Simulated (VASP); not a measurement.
RbBr: single point with PBEsol

RbBr:

```
Rb Br
1.0
     0.00000    3.41604    3.41604
     3.41604    0.00000    3.41604
     3.41604    3.41604    0.00000
Rb Br
1 1
Direct
  0.00000 0.00000 0.00000
  0.50000 0.50000 0.50000
```

This cell differs from its parent crystal: volume scaled by 0.99.

```json
{"Program": "VASP 6.6.1", "Task": "single point", "Functional": "PBEsol", "Potentials or basis": "VASP PAW PBE potentials, release 64 (Rb_sv, Br)", "Cutoff": "520 eV", "k mesh": "7 × 7 × 7", "Occupations": "fermi-dirac, width 0.03 eV", "Spin": "no spin polarisation", "Dipole correction": "no", "Further INCAR settings": "ALGO = Normal; EDIFF = 1e-06; NBANDS = 15"}
```

```json
{"Pressure": "0.1 GPa", "Band gap on the k mesh": "4.23 eV, direct"}
```

Levels at points of the mesh, in eV from the valence-band top:
| k point | band 5 | band 6 | band 7 | band 8 | band 9 | band 10 | band 11 | band 12 |
| --- | --- | --- | --- | --- | --- | --- | --- | --- |
| (0.00, 0.00, 0.00) | -8.42 | 0.00 | 0.00 | 0.00 | 4.23 | 7.20 | 7.20 | 7.20 |

It took 25 s on 1 thread of Intel(R) Xeon(R) Platinum 8259CL CPU @ 2.50GHz (Skylake/Cascade Lake), with other jobs on the host, peak memory 0.21 GiB.

Caveat: the PAW data sets were made with another functional, which shifts forces and pressure a little. A k mesh can miss the band edges.
